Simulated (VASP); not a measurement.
Here is a VASP 6.6.1 calculation.

Contents of INCAR:

```
SYSTEM = Al3B2N5
ALGO = Normal
EDIFF = 1E-6
ENCUT = 520
GGA = PE
ISIF = 2
ISMEAR = 0
LASPH = .True.
LCHARG = .False.
LREAL = .False.
LWAVE = .False.
NBANDS = 31
NELM = 80
PREC = Accurate
SIGMA = 0.1
```

File KPOINTS:

```
k-points
0
Gamma
  8 8 8
  0 0 0
```

Contents of POSCAR:

```
Al3B2N5
1.0
   -1.5901216900      1.5901216900     11.2438582700
    1.5901216900     -1.5901216900     11.2438582700
    1.5901216900      1.5901216900    -11.2438582700
Al B N
3 2 5
Direct
    0.9000000000      0.9000000000      0.0000000000
    0.5000000000      0.5000000000      0.0000000000
    0.1000000000      0.1000000000      0.0000000000
    0.7000000000      0.7000000000      0.0000000000
    0.3000000000      0.3000000000      0.0000000000
    0.0000000000      0.0000000000      0.0000000000
    0.6000000000      0.6000000000      0.0000000000
    0.2000000000      0.2000000000      0.0000000000
    0.8000000000      0.8000000000      0.0000000000
    0.4000000000      0.4000000000      0.0000000000
```

Potentials or basis: VASP PAW PBE potentials, release 64 (Al, B, N).

Run with:

```bash
$ cat potpaw_PBE.64/Al/POTCAR potpaw_PBE.64/B/POTCAR potpaw_PBE.64/N/POTCAR > POTCAR
$ mpirun -np 1 vasp_std > vasp.out
```

Q: What does it give for the largest force?

A: 0.509 eV/Å.

Q: Estimate the pressure.

A: -46.6 GPa.

Forces in eV/Å, atoms in the order of the input:
```
Al   0.000  0.000 -0.509
Al   0.000  0.000  0.000
Al   0.000  0.000  0.509
B    0.000  0.000  0.483
B    0.000  0.000 -0.483
N    0.000  0.000  0.000
N    0.000  0.000  0.051
N    0.000  0.000  0.484
N    0.000  0.000 -0.484
N    0.000  0.000 -0.051
```

Caveat: the cell stands under tension.
